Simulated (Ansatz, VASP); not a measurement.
# BN: VASP beside Ansatz

```
CELL_PARAMETERS angstrom
2.44370 0.00000 0.00000
-1.21473 2.12041 0.00000
-0.61449 -1.06020 2.94500
ATOMIC_POSITIONS crystal
B 0.97964 0.98350 0.00181
N 0.66851 0.33238 0.98500
```

Alike in both runs: task single point; functional PBEsol; k mesh 10 × 10 × 6; no spin polarisation.

|  | VASP | Ansatz |
| --- | --- | --- |
| version | VASP 6.6.1 | Ansatz 0.2.0 |
| potentials or method | VASP PAW PBE potentials, release 64 (B, N), cutoff 520 eV | plane waves, PAW |
| occupations | gaussian, width 0.01 eV | fixed |
| valence electrons in the cell | 8 | 8 |

Ansatz gave:

```
pressure (GPa)                                                : 25.8
traceless stress, the component that is largest in VASP (GPa) : 19.03
```

Problem. Which values does VASP return?

Solution. Pressure (GPa): 26.1; traceless stress, the component that is largest in VASP (GPa): 19.36.

VASP's potentials were made for PBE, not for PBEsol.
